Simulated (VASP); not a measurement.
Input of a VASP 6.6.1 run:

The input INCAR:

```
SYSTEM = MgB2
  PREC = Accurate
  ENCUT = 520
  EDIFF = 1E-7
  ISMEAR = 0
  SIGMA = 0.1
  LREAL = .False.
  LASPH = .True.
  NELM = 60
  ALGO = Normal
  ISIF = 2
  LWAVE = .False.
  LCHARG = .True.
  GGA = PS
  LELF = .True.
  LVHAR = .True.
  NBANDS = 11
```

The input KPOINTS:

```
regular mesh
0
Gamma
  18 18 12
  0 0 0
```

The input POSCAR:

```
MgB2
1.0
    3.0647459415      0.0000000000      0.0000000000
   -1.5323729708      2.6541478415      0.0000000000
    0.0000000000      0.0000000000      3.4950068831
Mg B
1 2
Direct
    0.0000000000      0.0000000000      0.0000000000
    0.3333333333      0.6666666667      0.5000000000
    0.6666666667      0.3333333333      0.5000000000
```

Potentials or basis: VASP PAW PBE potentials, release 64 (Mg, B).

Command:

```sh
$ cat potpaw_PBE.64/Mg/POTCAR potpaw_PBE.64/B/POTCAR > POTCAR
$ mpirun -np 1 vasp_std > vasp.out
```

(1) What does it give for the band gap on the k mesh?

(2) Predict the pressure.

## Answers

(1) zero (band 4 reaches 7.18 eV, above the bottom of band 5 at 3.29 eV).

(2) 0.0 GPa.

Caveat: the PAW data sets were made with another functional, which shifts forces and pressure a little.
